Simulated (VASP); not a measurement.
Input of a VASP 6.6.1 run:

Contents of INCAR:

```
  ALGO = Normal
  EDIFF = 1E-6
  ENCUT = 520
  ISIF = 2
  ISMEAR = -1
  LASPH = T
  LCHARG = F
  LREAL = F
  LWAVE = F
  NBANDS = 14
  NELM = 100
  PREC = Accurate
  SIGMA = 0.15
```

The input KPOINTS:

```
k-points
0
Gamma
  18 18 10
```

The input POSCAR:

```
Re
1.0
    2.7403031635      0.0000000000      0.0000000000
   -1.3701515818      2.3731721537      0.0000000000
    0.0000000000      0.0000000000      4.4116126795
Re
2
Direct
    0.3333333333      0.6666666667      0.2500000000
    0.6666666667      0.3333333333      0.7500000000
```

Potentials or basis: VASP PAW LDA potentials, release 64 (Re).

Command:

```sh
$ cat potpaw_LDA.64/Re/POTCAR > POTCAR
$ mpirun -np 1 vasp_std > vasp.out
```

Estimate the pressure.

1.6 GPa.

Estimate the band gap on the k mesh.

zero (band 7 reaches 9.82 eV, above the bottom of band 8 at 6.35 eV).

Stress tensor (GPa, compression positive):
```
1.61 0.00 0.00
0.00 1.61 0.00
0.00 0.00 1.44
```

Caveat: spin-orbit coupling is left out, which moves the levels of the heavy elements.
